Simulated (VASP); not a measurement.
Ca:

```
CELL_PARAMETERS angstrom
0.00000 2.79420 2.79420
2.79420 0.00000 2.79420
2.79420 2.79420 0.00000
ATOMIC_POSITIONS crystal
Ca 0.00000 0.00000 0.00000
```

| Property | Result |
| --- | --- |
| Program | VASP 6.6.1 |
| Task | relaxation of cell and atoms |
| Functional | LDA |
| Potentials or basis | VASP PAW LDA potentials, release 64 (Ca_sv) |
| Cutoff | 600 eV |
| k mesh | 14 × 14 × 14 |
| Occupations | gaussian, width 0.1 eV |
| Spin | no spin polarisation |

At the start: pressure -2.1 GPa; volume 43.63 Å³/atom.

Q: Where does the relaxation end?

A: Over 4 steps the energy falls by 40.4 meV/atom and the volume is 38.04 Å³/atom (-12.8 %); space group Fm-3m (No. 225, to 0.05 Å).

The path:
| step | energy change (eV) | largest force (eV/Å) | pressure (GPa) | volume (Å³) |
| --- | --- | --- | --- | --- |
| 1 | 0.0000 | 0.0000 | -2.11 | 43.63 |
| 2 | -0.0343 | 0.0000 | -0.92 | 40.10 |
| 3 | -0.0403 | 0.0000 | -0.11 | 38.27 |
| 4 | -0.0404 | 0.0000 | 0.01 | 38.04 |

Final structure:
```
CELL_PARAMETERS angstrom
0.00000 2.66945 2.66945
2.66945 0.00000 2.66945
2.66945 2.66945 0.00000
ATOMIC_POSITIONS crystal
Ca 0.00000 0.00000 0.00000
```

Caveat: the volume moved by -13 % from the deposited cell, more than functionals usually miss.
